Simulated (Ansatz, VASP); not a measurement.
One calculation of Cl, two programs

```xyz
4
Lattice="3.7325 0.0000 0.0000 -1.8663 3.2325 0.0000 0.0000 0.0000 10.1658" Properties=species:S:1:pos:R:3 pbc="T T T"
Cl    0.0000    0.0000    2.5415
Cl    0.0000    0.0000    7.6244
Cl    0.0000    2.1550    7.6244
Cl    1.8663    1.0775    2.5415
```

Alike in both runs: task relaxation of cell and atoms; functional PBEsol; k mesh 6 × 6 × 2; occupations gaussian, width 0.1 eV; no spin polarisation.

|  | VASP | Ansatz |
| --- | --- | --- |
| version | VASP 6.6.1 | Ansatz 0.2.0 |
| potentials or method | VASP PAW PBE potentials, release 64 (Cl), cutoff 600 eV | scalar-relativistic, plane waves, PAW |
| valence electrons in the cell | 28 | 28 |

```csv
,VASP,Ansatz,Ansatz less VASP
"gap on the k mesh at the Fermi level, each at its own relaxed structure (eV)",none,none,-
relaxed volume (Å³/atom),42.55,42.06,-0.485
relaxed cell length with the largest relative difference (Å),10.162,9.977,-0.1849
```

VASP's potentials were made for PBE, not for PBEsol. A gap of «none» marks a metal or a gap that the smearing closes.

Noted on VASP's run: the volume moved by over 15 % at a fixed basis, so the end points are rough.
